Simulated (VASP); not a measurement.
# In5PtCl (P4/mmm) in VASP: notebook

In5PtCl is run at these levels: PBE; tasks: single point, relaxation of cell and atoms.

Program: VASP 6.6.1. These are calculated values, not measurements. Logs are shortened: lines on timing, memory, paths and dates and some standing lists are left out, and cuts for length are marked.

**1. The cell of the first run**

Symmetry: P4/mmm, No. 123, tetragonal system. The conventional cell has a = 4.692 Å, b = 4.692 Å, c = 8.868 Å, α = 90.00°, β = 90.00°, γ = 90.00°. Within 4.1 Å of In (site symmetry 2mm) lie 7 In at 3.09 to 4.01 Å and 2 Pt at 3.09 Å and 2 Cl at 3.38 Å. In (site symmetry 4/mmm) has 8 In at 3.09 Å and 4 Pt at 3.32 Å within 4.1 Å. Within 4.1 Å of Pt (site symmetry 4/mmm) lie 12 In at 3.09 to 3.32 Å. Within 4.5 Å of Cl (site symmetry 4/mmm) lie 10 In at 3.38 to 4.43 Å.

The cell was generated, and may not be a known phase.

**2. Single point, PBE**

The input, INCAR:

```
SYSTEM = In5PtCl
  ALGO = Normal
  EDIFF = 1E-6
  ENCUT = 520
  GGA = PE
  ISIF = 2
  ISMEAR = 0
  LASPH = .True.
  LCHARG = .True.
  LELF = .True.
  LREAL = .False.
  LVHAR = .True.
  LWAVE = .False.
  NBANDS = 50
  NELM = 80
  PREC = Accurate
  SIGMA = 0.1
```

The input, KPOINTS:

```
k-points
0
Gamma
  4 4 2
  0 0 0
```

The input, POSCAR:

```
In5PtCl
1.0
    4.6924526457      0.0000000000      0.0000000000
    0.0000000000      4.6924526457      0.0000000000
    0.0000000000      0.0000000000      8.8681357948
In Pt Cl
5 1 1
Direct
    0.5000000000      0.0000000000      0.7737925980
    0.0000000000      0.5000000000      0.7737925980
    0.5000000000      0.0000000000      0.2262074020
    0.0000000000      0.5000000000      0.2262074020
    0.0000000000      0.0000000000      0.0000000000
    0.5000000000      0.5000000000      0.0000000000
    0.0000000000      0.0000000000      0.5000000000
```

Potentials or basis: VASP PAW PBE potentials, release 64 (In_d, Pt, Cl).

On the command line:

```bash
cat potpaw_PBE.64/In_d/POTCAR potpaw_PBE.64/Pt/POTCAR potpaw_PBE.64/Cl/POTCAR > POTCAR
mpirun -np 1 vasp_std > vasp.out
```

OUTCAR:

```text
SYSTEM = In5PtCl
   EDIFF = 1E-6
   ENCUT = 520
   GGA = PE
   ISIF = 2
   ISMEAR = 0
   LASPH = .True.
   LREAL = .False.
   NELM = 80
   PREC = Accurate

 ion  position               nearest neighbor table
   1  0.500  0.000  0.774-   5 3.09   6 3.09   6 3.09   5 3.09   2 3.32   2 3.32   2 3.32   2 3.32
                             3 4.01
   2  0.000  0.500  0.774-   5 3.09   6 3.09   5 3.09   6 3.09   1 3.32   1 3.32   1 3.32   1 3.32
                             4 4.01
   3  0.500  0.000  0.226-   5 3.09   6 3.09   6 3.09   5 3.09   4 3.32   4 3.32   4 3.32   4 3.32
                             1 4.01
   4  0.000  0.500  0.226-   5 3.09   6 3.09   5 3.09   6 3.09   3 3.32   3 3.32   3 3.32   3 3.32
                             2 4.01
   5  0.000  0.000  0.000-   1 3.09   2 3.09   3 3.09   4 3.09   2 3.09   4 3.09   1 3.09   3 3.09
                             6 3.32   6 3.32   6 3.32   6 3.32
   6  0.500  0.500  0.000-   1 3.09   2 3.09   3 3.09   4 3.09   1 3.09   3 3.09   2 3.09   4 3.09
                             5 3.32   5 3.32   5 3.32   5 3.32
   7  0.000  0.000  0.500-

  LATTYP: Found a simple tetragonal cell.
 ALAT       =     4.6924526457
 C/A-ratio  =     1.8898721978

  Lattice vectors:

 A1 = (   4.6924526457,   0.0000000000,   0.0000000000)
 A2 = (   0.0000000000,   4.6924526457,   0.0000000000)
 A3 = (   0.0000000000,   0.0000000000,   8.8681357948)

Analysis of symmetry for initial positions (statically):
=====================================================================
 Subroutine PRICEL returns:
 Original cell was already a primitive cell.

 Routine SETGRP: Setting up the symmetry group for a
 simple tetragonal supercell.

 Subroutine GETGRP returns: Found 16 space group operations
 (whereof 16 operations were pure point group operations)
 out of a pool of 16 trial point group operations.

The static configuration has the point symmetry D_4h.

Analysis of symmetry for dynamics (positions and initial velocities):
=====================================================================
 Subroutine PRICEL returns:
 Original cell was already a primitive cell.

 Routine SETGRP: Setting up the symmetry group for a
 simple tetragonal supercell.

 Subroutine GETGRP returns: Found 16 space group operations
 (whereof 16 operations were pure point group operations)
[... 100 lines left out ...]
   LREAL  =      F    real-space projection
   EDIFFG = 0.1E-04   stopping-criterion for IOM
   NSW    =      0    number of steps for IOM
   IBRION =     -1    ionic relax: 0-MD 1-quasi-New 2-CG
   NFREE  =      0    steps in history (QN), initial steepest desc. (CG)
   ISIF   =      2    stress and relaxation
   ISYM   =      2    0-nonsym 1-usesym 2-fastsym
   POTIM  = 0.5000    time-step for ionic-motion
   TEBEG  =    0.0;   TEEND  =   0.0 temperature during run
   PSTRESS=    0.0 pullay stress
   NELECT =      82.0000    total number of electrons
   NUPDOWN=      -1.0000    fix difference up-down
   EMIN   =  10.00;   EMAX   =-10.00  energy-range for DOS
   EFERMI =   0.00;   METHOD = LEGACY
   ISMEAR =     0;   SIGMA  =   0.10  broadening in eV -4-tet -1-fermi 0-gaus
   EFERMI_NEDOS =   21; number of points for ismear=-14 and -15
   IALGO  =     38    algorithm
   IMIX   =      4    mixing-type and parameters
     AMIX     =   0.40;   BMIX     =  1.00
     AMIX_MAG =   1.60;   BMIX_MAG =  1.00
  volume/ion in A,a.u.               =      27.90       188.25
  Fermi-wavevector in a.u.,A,eV,Ry     =   1.225939  2.316688 20.448544  1.502926
  Thomas-Fermi vector in A             =   2.360958
   LORBIT       =      0    0 simple, 1 ext, 2 COOP (PROOUT), +10 PAW based schemes
   GGA     = PE    functional components
   LHFCALC =     F    Hartree Fock is set to
   AEXX    =    0.0000 exact exchange contribution
   IVDW    =     0    specifies the selected vdW correction
   LEPSILON=     F    determine dielectric tensor
   LRPA    =     F    only Hartree local field effects (RPA)
 non-spin polarized calculation
 Gauss-broadening in eV      SIGMA  =   0.10
  energy-cutoff  :      520.00
  volume of cell :      195.27
 maximum number of plane-waves:      5305
 NGX is ok and might be reduce to    36
   NGX = 17   NGY = 17   NGZ = 33

 number of electron      82.0000003 magnetization

 Free energy of the ion-electron system (eV)
  ---------------------------------------------------
  ext. energy  EPLUGINS =         0.00000000
  ---------------------------------------------------
  free energy    TOTEN  =       -21.50711263 eV

  energy without entropy =      -21.49245957  energy(sigma->0) =      -21.49978610

 E-fermi :   5.3900     XC(G=0):  -9.4255

 val. band max:        5.3148980891   @ k =   0.5000   0.2500   0.5000
 cond. band min:       5.3964523373   @ k =   0.5000   0.5000   0.5000
 fundamental gap:      0.0815542481
 Fermi energy:         5.3900042739

 k-point     1 :       0.0000    0.0000    0.0000
  band No.  band energies     occupation
      1      -9.3908      2.00000
      2      -9.2522      2.00000
      3      -9.2522      2.00000
      4      -9.1853      2.00000
      5      -9.1502      2.00000
      6      -9.1274      2.00000
[... 625 lines left out ...]
     49      10.0763      0.00000
     50      11.4318      0.00000

------------------------ aborting loop because EDIFF is reached ----------------------------------------

  FORCE on cell =-STRESS in cart. coord.  units (eV):
  Direction    XX          YY          ZZ          XY          YZ          ZX
  --------------------------------------------------------------------------------------
  -------------------------------------------------------------------------------------
  Total        0.0301986      0.0301986      0.0364228      0.0000000      0.0000000      0.0000000
  in kB        0.2477795      0.2477795      0.2988486      0.0000000      0.0000000      0.0000000
  external PRESSURE =       0.2648025 kB  Pullay stress =       0.0000000 kB

 VOLUME and BASIS-vectors are now :
 -----------------------------------------------------------------------------
  energy-cutoff  :      520.00
  volume of cell :      195.27
      direct lattice vectors                 reciprocal lattice vectors
     4.692452646  0.000000000  0.000000000     0.213108171  0.000000000  0.000000000
     0.000000000  4.692452646  0.000000000     0.000000000  0.213108171  0.000000000
     0.000000000  0.000000000  8.868135795     0.000000000  0.000000000  0.112763271

 POSITION                                       TOTAL-FORCE (eV/Angst)
 -----------------------------------------------------------------------------------
      2.34623      0.00000      6.86210        -0.000000     -0.000000      0.003492
      0.00000      2.34623      6.86210         0.000000      0.000000      0.003492
      2.34623      0.00000      2.00604         0.000000     -0.000000     -0.003492
      0.00000      2.34623      2.00604         0.000000      0.000000     -0.003492
      0.00000      0.00000      0.00000         0.000000     -0.000000      0.000000
      2.34623      2.34623      0.00000         0.000000     -0.000000      0.000000
      0.00000      0.00000      4.43407         0.000000     -0.000000      0.000000
 -----------------------------------------------------------------------------------
    total drift:                                0.000000      0.000000     -0.000000

  FREE ENERGIE OF THE ION-ELECTRON SYSTEM (eV)
  ---------------------------------------------------
  free  energy   TOTEN  =       -21.5071126305 eV

  energy  without entropy=      -21.4924595731  energy(sigma->0) =      -21.49978610
```

OSZICAR:

```text
N       E                     dE             d eps       ncg     rms          rms(c)
DAV:   1     0.900253985772E+03    0.90025E+03   -0.37593E+04  1200   0.207E+03
DAV:   2     0.115181790228E+03   -0.78507E+03   -0.76397E+03  1208   0.540E+02
DAV:   3    -0.126960306994E+02   -0.12788E+03   -0.12157E+03  1378   0.218E+02
DAV:   4    -0.218375623603E+02   -0.91415E+01   -0.89488E+01  1442   0.580E+01
DAV:   5    -0.222029643605E+02   -0.36540E+00   -0.36449E+00  1672   0.107E+01    0.849E+00
DAV:   6    -0.215642658906E+02    0.63870E+00   -0.11871E+00  1590   0.881E+00    0.435E+00
DAV:   7    -0.215080808026E+02    0.56185E-01   -0.58925E-01  1462   0.547E+00    0.124E+00
DAV:   8    -0.215064603399E+02    0.16205E-02   -0.89034E-02  1610   0.223E+00    0.832E-01
DAV:   9    -0.215048321809E+02    0.16282E-02   -0.16815E-02  1538   0.776E-01    0.488E-01
DAV:  10    -0.215058288242E+02   -0.99664E-03   -0.31001E-03  1512   0.466E-01    0.224E-01
DAV:  11    -0.215067540171E+02   -0.92519E-03   -0.13500E-03  1464   0.247E-01    0.559E-02
DAV:  12    -0.215069696325E+02   -0.21562E-03   -0.23924E-04  1620   0.864E-02    0.389E-02
DAV:  13    -0.215070894323E+02   -0.11980E-03   -0.89668E-05  1318   0.554E-02    0.120E-02
DAV:  14    -0.215071079813E+02   -0.18549E-04   -0.19695E-05  1424   0.245E-02    0.384E-03
DAV:  15    -0.215071125381E+02   -0.45568E-05   -0.56282E-06  1070   0.190E-02    0.423E-03
DAV:  16    -0.215071126305E+02   -0.92368E-07   -0.70859E-07   926   0.695E-03
   1 F= -.21507113E+02 E0= -.21499786E+02  d E =-.146531E-01
```

Wall time 79 s (1 thread of AMD EPYC 9R45 (Zen 5), shared host); peak memory 0.31 GiB.

Results:

```yaml
Free_energy: -21.5071 eV
Pressure: 0.0 GPa
Largest_force: 0.003 eV/Å
Band_gap_on_the_k_mesh: zero (bands 41 and 42 overlap by 2.58 eV)
```

Forces in eV/Å, atoms in the order of the input:
```
In   0.000  0.000  0.003
In   0.000  0.000  0.003
In   0.000  0.000 -0.003
In   0.000  0.000 -0.003
In   0.000  0.000  0.000
Pt   0.000  0.000  0.000
Cl   0.000  0.000  0.000
```

Levels at points of the mesh, in eV from the Fermi level:
```tsv
k point	band 38	band 39	band 40	band 41	band 42	band 43	band 44	band 45
(0.00, 0.00, 0.00)	-1.01	-1.01	-0.80	-0.20	0.08	1.40	1.50	1.50
(0.50, 0.00, 0.00)	-1.84	-1.06	0.13	1.36	1.50	1.66	1.88	2.54
(0.50, 0.50, 0.00)	-1.71	-1.31	-1.24	-1.22	-1.22	0.78	0.78	1.85
(0.00, 0.00, 0.50)	-1.24	-1.00	-0.51	0.04	0.07	0.24	1.88	1.88
(0.50, 0.00, 0.50)	-1.61	-0.93	-0.61	1.30	1.46	1.57	2.01	2.73
(0.50, 0.50, 0.50)	-1.98	-1.84	-1.16	-0.71	-0.71	0.01	0.01	2.91
```

Caveat: spin-orbit coupling is left out, which moves the levels of the heavy elements.

**3. Single point, PBE**

This run uses another cell than the first one, of 22.51 Å³/atom.

The input, INCAR:

```
SYSTEM = In5PtCl
PREC = Accurate
ENCUT = 520
EDIFF = 1E-6
ISMEAR = 0
SIGMA = 0.1
LREAL = .False.
LASPH = .True.
NELM = 80
ALGO = Normal
ISIF = 2
LWAVE = .False.
LCHARG = .False.
GGA = PE
NBANDS = 50
```

The input, KPOINTS:

```
regular mesh
0
Gamma
  4 4 2
  0 0 0
```

The input, POSCAR:

```
In5PtCl
1.0
    4.4768437500      0.0000000000      0.0000000000
    0.0000000000      4.4768437500      0.0000000000
    0.0000000000      0.0000000000      7.8629117100
In Pt Cl
5 1 1
Direct
    0.5000000000      0.0000000000      0.7261999800
    0.0000000000      0.5000000000      0.7261999800
    0.5000000000      0.0000000000      0.2738000200
    0.0000000000      0.5000000000      0.2738000200
    0.0000000000      0.0000000000      0.0000000000
    0.5000000000      0.5000000000      0.0000000000
    0.0000000000      0.0000000000      0.5000000000
```

Potentials or basis: VASP PAW PBE potentials, release 64 (In_d, Pt, Cl).

On the command line:

```bash
cat potpaw_PBE.64/In_d/POTCAR potpaw_PBE.64/Pt/POTCAR potpaw_PBE.64/Cl/POTCAR > POTCAR
mpirun -np 1 vasp_std > vasp.out
```

OUTCAR:

```text
SYSTEM = In5PtCl
   PREC = Accurate
   ENCUT = 520
   EDIFF = 1E-6
   ISMEAR = 0
   LREAL = .False.
   LASPH = .True.
   NELM = 80
   ISIF = 2
   GGA = PE

 ion  position               nearest neighbor table
   1  0.500  0.000  0.726-   7 2.86   7 2.86   5 3.11   6 3.11   5 3.11   6 3.11   2 3.17   2 3.17
                             2 3.17   2 3.17   3 3.56
   2  0.000  0.500  0.726-   7 2.86   7 2.86   5 3.11   5 3.11   6 3.11   6 3.11   1 3.17   1 3.17
                             1 3.17   1 3.17   4 3.56
   3  0.500  0.000  0.274-   7 2.86   7 2.86   5 3.11   6 3.11   5 3.11   6 3.11   4 3.17   4 3.17
                             4 3.17   4 3.17   1 3.56
   4  0.000  0.500  0.274-   7 2.86   7 2.86   5 3.11   5 3.11   6 3.11   6 3.11   3 3.17   3 3.17
                             3 3.17   3 3.17   2 3.56
   5  0.000  0.000  0.000-   1 3.11   2 3.11   3 3.11   4 3.11   2 3.11   4 3.11   1 3.11   3 3.11
                             6 3.17   6 3.17   6 3.17   6 3.17
   6  0.500  0.500  0.000-   1 3.11   2 3.11   3 3.11   4 3.11   1 3.11   3 3.11   2 3.11   4 3.11
                             5 3.17   5 3.17   5 3.17   5 3.17
   7  0.000  0.000  0.500-   1 2.86   2 2.86   3 2.86   4 2.86   2 2.86   4 2.86   1 2.86   3 2.86

  LATTYP: Found a simple tetragonal cell.
 ALAT       =     4.4768437500
 C/A-ratio  =     1.7563516060

  Lattice vectors:

[... 187 lines left out ...]
      3      -6.7473      2.00000
      4      -6.6983      2.00000
      5      -6.6871      2.00000
      6      -6.6871      2.00000
[... 625 lines left out ...]
     49      11.9994      0.00000
     50      14.4582      0.00000

------------------------ aborting loop because EDIFF is reached ----------------------------------------

  FORCE on cell =-STRESS in cart. coord.  units (eV):
  Direction    XX          YY          ZZ          XY          YZ          ZX
  --------------------------------------------------------------------------------------
  -------------------------------------------------------------------------------------
  Total        7.7222554      7.7222554      9.3333348      0.0000000      0.0000000      0.0000000
  in kB       78.5104510     78.5104510     94.8899365      0.0000000      0.0000000      0.0000000
  external PRESSURE =      83.9702795 kB  Pullay stress =       0.0000000 kB

 VOLUME and BASIS-vectors are now :
 -----------------------------------------------------------------------------
  energy-cutoff  :      520.00
  volume of cell :      157.59
      direct lattice vectors                 reciprocal lattice vectors
     4.476843750  0.000000000  0.000000000     0.223371656  0.000000000  0.000000000
     0.000000000  4.476843750  0.000000000     0.000000000  0.223371656  0.000000000
     0.000000000  0.000000000  7.862911710     0.000000000  0.000000000  0.127179350

 POSITION                                       TOTAL-FORCE (eV/Angst)
 -----------------------------------------------------------------------------------
      2.23842      0.00000      5.71005         0.000000      0.000000      1.083113
      0.00000      2.23842      5.71005        -0.000000     -0.000000      1.083113
      2.23842      0.00000      2.15287        -0.000000     -0.000000     -1.083113
      0.00000      2.23842      2.15287         0.000000     -0.000000     -1.083113
      0.00000      0.00000      0.00000        -0.000000     -0.000000      0.000000
      2.23842      2.23842      0.00000        -0.000000     -0.000000      0.000000
      0.00000      0.00000      3.93146        -0.000000     -0.000000      0.000000
 -----------------------------------------------------------------------------------
    total drift:                                0.000000      0.000000      0.000000

  FREE ENERGIE OF THE ION-ELECTRON SYSTEM (eV)
  ---------------------------------------------------
  free  energy   TOTEN  =       -19.9626366519 eV

  energy  without entropy=      -19.9406942127  energy(sigma->0) =      -19.95166543
```

OSZICAR:

```text
N       E                     dE             d eps       ncg     rms          rms(c)
DAV:   1     0.933807491026E+03    0.93381E+03   -0.37713E+04  1200   0.222E+03
DAV:   2     0.123920291759E+03   -0.80989E+03   -0.78770E+03  1200   0.567E+02
DAV:   3    -0.948561286367E+01   -0.13341E+03   -0.12689E+03  1342   0.227E+02
DAV:   4    -0.200993565774E+02   -0.10614E+02   -0.10109E+02  1484   0.608E+01
DAV:   5    -0.204927703422E+02   -0.39341E+00   -0.39131E+00  1640   0.107E+01    0.154E+01
DAV:   6    -0.200256521681E+02    0.46712E+00   -0.85562E-01  1666   0.974E+00    0.878E+00
DAV:   7    -0.199732650636E+02    0.52387E-01   -0.66818E-01  1624   0.723E+00    0.148E+00
DAV:   8    -0.199626922766E+02    0.10573E-01   -0.90953E-02  1594   0.367E+00    0.710E-01
DAV:   9    -0.199627145230E+02   -0.22246E-04   -0.14462E-02  1422   0.889E-01    0.409E-01
DAV:  10    -0.199626551376E+02    0.59385E-04   -0.20405E-03  1776   0.300E-01    0.260E-01
DAV:  11    -0.199626312185E+02    0.23919E-04   -0.73859E-04  1594   0.253E-01    0.108E-01
DAV:  12    -0.199626258982E+02    0.53203E-05   -0.11186E-04  1540   0.145E-01    0.313E-02
DAV:  13    -0.199626340847E+02   -0.81865E-05   -0.23169E-05  1530   0.315E-02    0.144E-02
DAV:  14    -0.199626358036E+02   -0.17189E-05   -0.23138E-06  1098   0.211E-02    0.566E-03
DAV:  15    -0.199626366519E+02   -0.84829E-06   -0.15314E-06   920   0.997E-03
   1 F= -.19962637E+02 E0= -.19951665E+02  d E =-.219424E-01
```

stdout:

```text
POSCAR found type information on POSCAR InPtCl
 POSCAR found :  3 types and       7 ions
 scaLAPACK will be used
 LDA part: xc-table for (Slater+PW92), standard interpolation
 POSCAR, INCAR and KPOINTS ok, starting setup
 FFT: planning ... GRIDC
 FFT: planning ... GRID_SOFT
 FFT: planning ... GRID
 WAVECAR not read
 entering main loop
```

Run time: 61 s. Hardware: 1 thread of AMD EPYC 9R45 (Zen 5), shared host; peak memory 0.27 GiB.

What came out:

| Item | Value |
| --- | --- |
| Free energy | -19.9626 eV |
| Pressure | 8.4 GPa |
| Largest force | 1.083 eV/Å |
| Band gap on the k mesh | zero (bands 41 and 42 overlap by 1.97 eV) |

Forces on the atoms (eV/Å):
```
In   0.000  0.000  1.083
In   0.000  0.000  1.083
In   0.000  0.000 -1.083
In   0.000  0.000 -1.083
In   0.000  0.000  0.000
Pt   0.000  0.000  0.000
Cl   0.000  0.000  0.000
```

Caveat: the k points lie up to 0.40 Å⁻¹ apart, too coarse for converged energies and pressures of a metal; spin-orbit coupling is left out, which moves the levels of the heavy elements; forces of over 1 eV/Å act on the atoms, so gaps and moduli don't describe the material at rest.

[end of part 1 of 3]

The gap in the log of VASP goes by the Fermi energy; the results here count the filled bands.